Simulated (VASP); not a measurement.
# RbBr (Pm-3m) in VASP: further runs

RbBr is run at these levels: PBEsol; tasks: single point, relaxation of the atoms.

Everything below comes from runs of VASP 6.6.1. Logs are shortened: lines on timing, memory, paths and dates and some standing lists are left out, and cuts for length are marked.

## (1) The cell of the first run

Symmetry: Pm-3m, No. 221, cubic system. Conventional cell: a = 4.126 Å, b = 4.126 Å, c = 4.126 Å, α = 90.00°, β = 90.00°, γ = 90.00°. Rb (site symmetry m-3m) has 8 Br at 3.57 Å and 6 Rb at 4.13 Å within 4.7 Å. Br (site symmetry m-3m) has 8 Rb at 3.57 Å and 6 Br at 4.13 Å within 4.7 Å.

## (2) Single point, PBEsol

INCAR reads:

```
SYSTEM = RbBr
PREC = Accurate ; ENCUT = 520
EDIFF = 1E-6 ; ISMEAR = -1
SIGMA = 0.03 ; LREAL = .FALSE.
LASPH = .TRUE. ; NELM = 80
ALGO = Normal ; ISIF = 2
LWAVE = .FALSE. ; LCHARG = .TRUE.
GGA = PS ; LELF = .TRUE.
LVHAR = .TRUE. ; NBANDS = 15
```

KPOINTS reads:

```
Automatic mesh
0
G
  7 7 7
  0 0 0
```

POSCAR reads:

```
RbBr
1.0
    4.1260773000      0.0000000000      0.0000000000
    0.0000000000      4.1260773000      0.0000000000
    0.0000000000      0.0000000000      4.1260773000
Rb Br
1 1
Direct
    0.0000000000      0.0000000000      0.0000000000
    0.5000000000      0.5000000000      0.5000000000
```

Potentials or basis: VASP PAW PBE potentials, release 64 (Rb_sv, Br).

Run with:

```bash
$ cat potpaw_PBE.64/Rb_sv/POTCAR potpaw_PBE.64/Br/POTCAR > POTCAR
$ mpirun -np 1 vasp_std > vasp.out
```

OUTCAR:

```text
SYSTEM = RbBr
   PREC = Accurate
   ENCUT = 520
   EDIFF = 1E-6
   ISMEAR = -1
   LREAL = .FALSE.
   LASPH = .TRUE.
   NELM = 80
   ISIF = 2
   GGA = PS

 ion  position               nearest neighbor table
   1  0.000  0.000  0.000-   2 3.57   2 3.57   2 3.57   2 3.57   2 3.57   2 3.57   2 3.57   2 3.57

   2  0.500  0.500  0.500-   1 3.57   1 3.57   1 3.57   1 3.57   1 3.57   1 3.57   1 3.57   1 3.57

  LATTYP: Found a simple cubic cell.
 ALAT       =     4.1260773000

  Lattice vectors:

 A1 = (   4.1260773000,   0.0000000000,   0.0000000000)
 A2 = (   0.0000000000,   4.1260773000,   0.0000000000)
 A3 = (   0.0000000000,   0.0000000000,   4.1260773000)

Analysis of symmetry for initial positions (statically):
=====================================================================
 Subroutine PRICEL returns:
 Original cell was already a primitive cell.

 Routine SETGRP: Setting up the symmetry group for a
 simple cubic supercell.

 Subroutine GETGRP returns: Found 48 space group operations
 (whereof 48 operations were pure point group operations)
 out of a pool of 48 trial point group operations.

The static configuration has the point symmetry O_h .

Analysis of symmetry for dynamics (positions and initial velocities):
=====================================================================
 Subroutine PRICEL returns:
 Original cell was already a primitive cell.

 Routine SETGRP: Setting up the symmetry group for a
 simple cubic supercell.

 Subroutine GETGRP returns: Found 48 space group operations
 (whereof 48 operations were pure point group operations)
 out of a pool of 48 trial point group operations.

The dynamic configuration has the point symmetry O_h .

 Subroutine INISYM returns: Found 48 space group operations
 (whereof 48 operations are pure point group operations),
 and found     1 'primitive' translations

----------------------------------------------------------------------------------------

                                     Primitive cell

  volume of cell :      70.2445

  direct lattice vectors                    reciprocal lattice vectors
     4.126077300  0.000000000  0.000000000     0.242360947  0.000000000  0.000000000
     0.000000000  4.126077300  0.000000000     0.000000000  0.242360947  0.000000000
     0.000000000  0.000000000  4.126077300     0.000000000  0.000000000  0.242360947

  length of vectors
     4.126077300  4.126077300  4.126077300     0.242360947  0.242360947  0.242360947

  position of ions in fractional coordinates (direct lattice)
     0.000000000  0.000000000  0.000000000
     0.500000000  0.500000000  0.500000000

  ion indices of the primitive-cell ions
   primitive index   ion index
                 1           1
                 2           2

----------------------------------------------------------------------------------------

 KPOINTS: Automatic mesh

Automatic generation of k-mesh.
 Grid dimensions read from file:
 generate k-points for:    7    7    7

 Generating k-lattice:

  Cartesian coordinates                     Fractional coordinates (reciprocal lattice)
     0.034622992  0.000000000  0.000000000     0.142857143  0.000000000  0.000000000
     0.000000000  0.034622992  0.000000000     0.000000000  0.142857143  0.000000000
     0.000000000  0.000000000  0.034622992     0.000000000  0.000000000  0.142857143

  Length of vectors
     0.034622992  0.034622992  0.034622992

  Shift w.r.t. Gamma in fractional coordinates (k-lattice)
     0.000000000  0.000000000  0.000000000

 Subroutine IBZKPT returns following result:
 ===========================================

 Found     20 irreducible k-points:

 Following reciprocal coordinates:
            Coordinates               Weight
  0.000000  0.000000  0.000000      1.000000
  0.142857  0.000000  0.000000      6.000000
  0.285714  0.000000  0.000000      6.000000
  0.428571  0.000000  0.000000      6.000000
  0.142857  0.142857  0.000000     12.000000
  0.285714  0.142857  0.000000     24.000000
[... 12 lines left out ...]
  0.428571  0.428571  0.285714     24.000000
  0.428571  0.428571  0.428571      8.000000
   k-points           NKPTS =     20   k-points in BZ     NKDIM =     20   number of bands    NBANDS=     15
   number of dos      NEDOS =    301   number of ions     NIONS =      2
   total plane-waves  NPLWV =  32768
   dimension x,y,z NGX =    32 NGY =   32 NGZ =   32
   dimension x,y,z NGXF=    64 NGYF=   64 NGZF=   64
   ions per type =               1   1
   NGX,Y,Z   is equivalent  to a cutoff of  12.89, 12.89, 12.89 a.u.
   NGXF,Y,Z  is equivalent  to a cutoff of  25.79, 25.79, 25.79 a.u.
 SYSTEM =  RbBr
   PREC   = accura    normal or accurate (medium, high low for compatibility)
   ISTART =      0    job   : 0-new  1-cont  2-samecut
   ICHARG =      2    charge: 1-file 2-atom 10-const
   ISPIN  =      1    spin polarized calculation?
   LNONCOLLINEAR =      F non collinear calculations
   LSORBIT =      F    spin-orbit coupling
   LASPH  =      T    aspherical Exc in radial PAW
   ENCUT  =  520.0 eV  38.22 Ry    6.18 a.u.   7.67  7.67  7.67*2*pi/ulx,y,z
   NELM   =     80;   NELMIN=  2; NELMDL= -5     # of ELM steps
   EDIFF  = 0.1E-05   stopping-criterion for ELM
   LREAL  =      F    real-space projection
   EDIFFG = 0.1E-04   stopping-criterion for IOM
   NSW    =      0    number of steps for IOM
   IBRION =     -1    ionic relax: 0-MD 1-quasi-New 2-CG
   NFREE  =      0    steps in history (QN), initial steepest desc. (CG)
   ISIF   =      2    stress and relaxation
   ISYM   =      2    0-nonsym 1-usesym 2-fastsym
   POTIM  = 0.5000    time-step for ionic-motion
   TEBEG  =    0.0;   TEEND  =   0.0 temperature during run
   PSTRESS=    0.0 pullay stress
   NELECT =      16.0000    total number of electrons
   NUPDOWN=      -1.0000    fix difference up-down
   EMIN   =  10.00;   EMAX   =-10.00  energy-range for DOS
   EFERMI =   0.00;   METHOD = LEGACY
   ISMEAR =    -1;   SIGMA  =   0.03  broadening in eV -4-tet -1-fermi 0-gaus
   EFERMI_NEDOS =   21; number of points for ismear=-14 and -15
   IALGO  =     38    algorithm
   IMIX   =      4    mixing-type and parameters
     AMIX     =   0.40;   BMIX     =  1.00
     AMIX_MAG =   1.60;   BMIX_MAG =  1.00
  volume/ion in A,a.u.               =      35.12       237.02
  Fermi-wavevector in a.u.,A,eV,Ry     =   0.999795  1.889338 13.600238  0.999589
  Thomas-Fermi vector in A             =   2.132108
   LORBIT       =      0    0 simple, 1 ext, 2 COOP (PROOUT), +10 PAW based schemes
   GGA     = PS    functional components
   LHFCALC =     F    Hartree Fock is set to
   AEXX    =    0.0000 exact exchange contribution
   IVDW    =     0    specifies the selected vdW correction
   LEPSILON=     F    determine dielectric tensor
   LRPA    =     F    only Hartree local field effects (RPA)
 non-spin polarized calculation
  energy-cutoff  :      520.00
  volume of cell :       70.24
 maximum number of plane-waves:      1907
 NGX is ok and might be reduce to    32
   NGX = 15   NGY = 15   NGZ = 15

 number of electron      16.0000002 magnetization

 Free energy of the ion-electron system (eV)
  ---------------------------------------------------
  ext. energy  EPLUGINS =         0.00000000
  ---------------------------------------------------
  free energy    TOTEN  =        -6.29669901 eV

  energy without entropy =       -6.29669901  energy(sigma->0) =       -6.29669901

 E-fermi :  -0.1472     XC(G=0):  -8.1193

 val. band max:       -0.7926195107   @ k =   0.4286   0.4286   0.0000
 cond. band min:       3.1352206687   @ k =   0.0000   0.0000   0.0000
 fundamental gap:      3.9278401793
 Fermi energy:        -0.1471876537

 k-point     1 :       0.0000    0.0000    0.0000
  band No.  band energies     occupation
      1     -25.7957      2.00000
      2     -13.4061      2.00000
      3      -9.7883      2.00000
      4      -9.7883      2.00000
      5      -9.7883      2.00000
      6      -0.9258      2.00000
      7      -0.9258      2.00000
      8      -0.9258      2.00000
      9       3.1352      0.00000
     10       4.6932      0.00000
     11       4.6932      0.00000
     12       9.1344      0.00000
     13       9.1344      0.00000
     14       9.1344      0.00000
     15      11.8377      0.00000

 k-point     2 :       0.1429    0.0000    0.0000
  band No.  band energies     occupation
      1     -25.7917      2.00000
      2     -13.4043      2.00000
      3      -9.8178      2.00000
      4      -9.7792      2.00000
      5      -9.7792      2.00000
      6      -1.3263      2.00000
      7      -0.9395      2.00000
      8      -0.9395      2.00000
      9       3.6440      0.00000
     10       4.8486      0.00000
     11       5.1464      0.00000
     12       9.0216      0.00000
     13       9.0216      0.00000
     14       9.2496      0.00000
     15      10.7891      0.00000

 k-point     3 :       0.2857    0.0000    0.0000
  band No.  band energies     occupation
      1     -25.7828      2.00000
      2     -13.4017      2.00000
      3      -9.8778      2.00000
      4      -9.7584      2.00000
      5      -9.7584      2.00000
      6      -2.0227      2.00000
      7      -0.9716      2.00000
      8      -0.9716      2.00000
      9       4.7331      0.00000
     10       5.2940      0.00000
     11       6.1790      0.00000
     12       8.9026      0.00000
     13       8.9026      0.00000
     14       9.2226      0.00000
     15       9.5551      0.00000

 k-point     4 :       0.4286    0.0000    0.0000
  band No.  band energies     occupation
      1     -25.7757      2.00000
      2     -13.4010      2.00000
      3      -9.9196      2.00000
      4      -9.7416      2.00000
      5      -9.7416      2.00000
      6      -2.4724      2.00000
      7      -0.9986      2.00000
      8      -0.9986      2.00000
      9       5.8818      0.00000
     10       5.8840      0.00000
     11       6.7907      0.00000
     12       8.0209      0.00000
     13       8.9875      0.00000
     14       8.9875      0.00000
     15       9.8775      0.00000
[... 235 lines left out ...]
 k-point    18 :       0.4286    0.2857    0.2857
  band No.  band energies     occupation
      1     -25.7525      2.00000
      2     -13.2118      2.00000
      3     -10.0296      2.00000
      4      -9.9378      2.00000
      5      -9.9161      2.00000
      6      -2.0043      2.00000
      7      -1.7371      2.00000
      8      -1.5315      2.00000
      9       5.9808      0.00000
     10       6.6702      0.00000
     11       6.6922      0.00000
     12       7.8562      0.00000
     13       8.1404      0.00000
     14       8.5427      0.00000
     15      11.4238      0.00000

 k-point    19 :       0.4286    0.4286    0.2857
  band No.  band energies     occupation
      1     -25.7461      2.00000
      2     -13.1634      2.00000
      3     -10.0392      2.00000
      4     -10.0338      2.00000
      5      -9.9064      2.00000
      6      -1.9869      2.00000
      7      -1.9783      2.00000
      8      -1.6581      2.00000
      9       5.8987      0.00000
     10       6.8827      0.00000
     11       7.1126      0.00000
     12       7.5081      0.00000
     13       8.7648      0.00000
     14       8.9006      0.00000
     15      11.3342      0.00000

 k-point    20 :       0.4286    0.4286    0.4286
  band No.  band energies     occupation
      1     -25.7399      2.00000
      2     -13.1235      2.00000
      3     -10.0160      2.00000
      4     -10.0097      2.00000
      5     -10.0097      2.00000
      6      -2.0740      2.00000
      7      -2.0740      2.00000
      8      -2.0179      2.00000
      9       6.7965      0.00000
     10       7.1937      0.00000
     11       7.1937      0.00000
     12       8.3422      0.00000
     13       8.5375      0.00000
     14       8.5375      0.00000
     15      11.4848      0.00000

------------------------ aborting loop because EDIFF is reached ----------------------------------------

  FORCE on cell =-STRESS in cart. coord.  units (eV):
  Direction    XX          YY          ZZ          XY          YZ          ZX
  --------------------------------------------------------------------------------------
  -------------------------------------------------------------------------------------
  Total       -0.2479253     -0.2479253     -0.2479253     -0.0000000      0.0000000     -0.0000000
  in kB       -5.6548268     -5.6548268     -5.6548268     -0.0000000      0.0000000     -0.0000000
  external PRESSURE =      -5.6548268 kB  Pullay stress =       0.0000000 kB

 VOLUME and BASIS-vectors are now :
 -----------------------------------------------------------------------------
  energy-cutoff  :      520.00
  volume of cell :       70.24
      direct lattice vectors                 reciprocal lattice vectors
     4.126077300  0.000000000  0.000000000     0.242360947  0.000000000  0.000000000
     0.000000000  4.126077300  0.000000000     0.000000000  0.242360947  0.000000000
     0.000000000  0.000000000  4.126077300     0.000000000  0.000000000  0.242360947

 POSITION                                       TOTAL-FORCE (eV/Angst)
 -----------------------------------------------------------------------------------
      0.00000      0.00000      0.00000         0.000000      0.000000      0.000000
      2.06304      2.06304      2.06304         0.000000      0.000000      0.000000
 -----------------------------------------------------------------------------------
    total drift:                                0.000000      0.000000     -0.000000

  FREE ENERGIE OF THE ION-ELECTRON SYSTEM (eV)
  ---------------------------------------------------
  free  energy   TOTEN  =        -6.2966990098 eV

  energy  without entropy=       -6.2966990098  energy(sigma->0) =       -6.29669901
```

Run time: 13 s. Hardware: 1 thread of Intel Xeon Platinum 8259CL at 2.50GHz (Skylake/Cascade Lake), shared host; peak memory 0.18 GiB.

What came out:

* Free energy: -6.2967 eV
* Pressure: -0.6 GPa
* Band gap on the k mesh: 3.93 eV, indirect (least direct gap 4.06 eV)

Caveat: the PAW data sets were made with another functional, which shifts forces and pressure a little.

## (3) Single point, PBEsol

INCAR reads:

```
PREC = Accurate
ENCUT = 520
EDIFF = 1E-7
ISMEAR = -1
SIGMA = 0.03
LREAL = F
LASPH = T
NELM = 80
ALGO = Normal
ISIF = 2
LWAVE = F
LCHARG = F
GGA = PS
NBANDS = 15
```

KPOINTS reads:

```
Automatic mesh
0
Gamma
  7 7 7
```

POSCAR is that of step 2.

Potentials or basis: VASP PAW PBE potentials, release 64 (Rb_sv, Br).

Run with:

```bash
$ cat potpaw_PBE.64/Rb_sv/POTCAR potpaw_PBE.64/Br/POTCAR > POTCAR
$ mpirun -np 1 vasp_std > vasp.out
```

OUTCAR:

```text
PREC = Accurate
   ENCUT = 520
   EDIFF = 1E-7
   ISMEAR = -1
   LREAL = F
   LASPH = T
   NELM = 80
   ISIF = 2
   GGA = PS

 ion  position               nearest neighbor table
   1  0.000  0.000  0.000-   2 3.57   2 3.57   2 3.57   2 3.57   2 3.57   2 3.57   2 3.57   2 3.57

   2  0.500  0.500  0.500-   1 3.57   1 3.57   1 3.57   1 3.57   1 3.57   1 3.57   1 3.57   1 3.57

  LATTYP: Found a simple cubic cell.
 ALAT       =     4.1260773000

[... 540 lines left out ...]
     15      11.4845      0.00000

------------------------ aborting loop because EDIFF is reached ----------------------------------------

  FORCE on cell =-STRESS in cart. coord.  units (eV):
  Direction    XX          YY          ZZ          XY          YZ          ZX
  --------------------------------------------------------------------------------------
  -------------------------------------------------------------------------------------
  Total       -0.2449702     -0.2449702     -0.2449702     -0.0000000     -0.0000000     -0.0000000
  in kB       -5.5874248     -5.5874248     -5.5874248     -0.0000000     -0.0000000     -0.0000000
  external PRESSURE =      -5.5874248 kB  Pullay stress =       0.0000000 kB

 VOLUME and BASIS-vectors are now :
 -----------------------------------------------------------------------------
  energy-cutoff  :      520.00
  volume of cell :       70.24
      direct lattice vectors                 reciprocal lattice vectors
     4.126077300  0.000000000  0.000000000     0.242360947  0.000000000  0.000000000
     0.000000000  4.126077300  0.000000000     0.000000000  0.242360947  0.000000000
     0.000000000  0.000000000  4.126077300     0.000000000  0.000000000  0.242360947

 POSITION                                       TOTAL-FORCE (eV/Angst)
 -----------------------------------------------------------------------------------
      0.00000      0.00000      0.00000         0.000000      0.000000      0.000000
      2.06304      2.06304      2.06304         0.000000      0.000000      0.000000
 -----------------------------------------------------------------------------------
    total drift:                                0.000000      0.000000     -0.000000

  FREE ENERGIE OF THE ION-ELECTRON SYSTEM (eV)
  ---------------------------------------------------
  free  energy   TOTEN  =        -6.2967005617 eV

  energy  without entropy=       -6.2967005617  energy(sigma->0) =       -6.29670056
```

stdout:

```text
POSCAR found type information on POSCAR RbBr
 POSCAR found :  2 types and       2 ions
 scaLAPACK will be used
 -----------------------------------------------------------------------------
|                                                                             |
|                                                                             |
|     You enforced a specific xc type in the INCAR file but a different       |
|     I HOPE YOU KNOW WHAT YOU ARE DOING!                                     |
|                                                                             |
 -----------------------------------------------------------------------------

 LDA part: xc-table for (Slater+PW92), standard interpolation
 POSCAR, INCAR and KPOINTS ok, starting setup
 FFT: planning ... GRIDC
 FFT: planning ... GRID_SOFT
 FFT: planning ... GRID
 WAVECAR not read
 entering main loop
```

It took 13 s on 1 thread of Intel Xeon Platinum 8259CL at 2.50GHz (Skylake/Cascade Lake), shared host; peak memory 0.18 GiB.

Results:

```
Free energy            : -6.2967 eV
Pressure               : -0.6 GPa
Band gap on the k mesh : 3.93 eV, indirect (least direct gap 4.06 eV)
```

Levels at points of the mesh, in eV from the valence-band top:
```csv
k point,band 4,band 5,band 6,band 7,band 8,band 9,band 10,band 11,band 12,band 13
"(0.00, 0.00, 0.00)",-9.00,-9.00,-0.13,-0.13,-0.13,3.93,5.49,5.49,9.93,9.93
```

Caveat: the PAW data sets were made with another functional, which shifts forces and pressure a little. PBEsol gaps usually lie below the measured ones, often by a third to a half.

(Part 1 of 2 ends here.)
